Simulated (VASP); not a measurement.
HfCuSi3: single point with PBE

The system is HfCuSi3.

```
CELL_PARAMETERS angstrom
4.17940 0.00000 0.00000
0.00000 4.17940 0.00000
0.00000 0.00000 4.17940
ATOMIC_POSITIONS crystal
Hf 0.00000 0.00000 0.00000
Si 0.00000 0.50000 0.50000
Si 0.50000 0.00000 0.50000
Si 0.50000 0.50000 0.00000
Cu 0.50000 0.50000 0.50000
```

- Program: VASP 6.6.1
- Task: single point
- Functional: PBE
- Potentials or basis: VASP PAW PBE potentials, release 64 (Hf_pv, Si, Cu)
- Cutoff: 520 eV
- k mesh: 4 × 4 × 4
- Occupations: gaussian, width 0.1 eV
- Spin: no spin polarisation
- Dipole correction: no
- Further INCAR settings: ALGO = Normal; EDIFF = 1e-06; NBANDS = 24

```yaml
Pressure: 28.0 GPa
Band_gap_on_the_k_mesh: zero (an odd number of electrons rules out a gap without spin polarisation)
```

Levels at points of the mesh, in eV from the Fermi level:
```
           k point  band 14  band 15  band 16  band 17  band 18  band 19
(0.00, 0.00, 0.00)    -4.04    -1.61     0.14     0.14     0.14     1.27
(0.50, 0.00, 0.00)    -2.42    -0.82    -0.79    -0.61    -0.61     0.33
(0.50, 0.50, 0.00)    -2.13    -2.13    -1.42    -0.25    -0.25     0.64
(0.50, 0.50, 0.50)    -3.44    -3.44    -1.45     1.76     1.76     2.50
```

Run time: 19 s on 1 thread of Intel(R) Xeon(R) Platinum 8259CL CPU @ 2.50GHz (Skylake/Cascade Lake), on a shared host, peak memory 0.19 GiB.

Caveat: the k points lie up to 0.38 Å⁻¹ apart, too coarse for converged energies and pressures of a metal; spin-orbit coupling is left out, which moves the levels of the heavy elements.
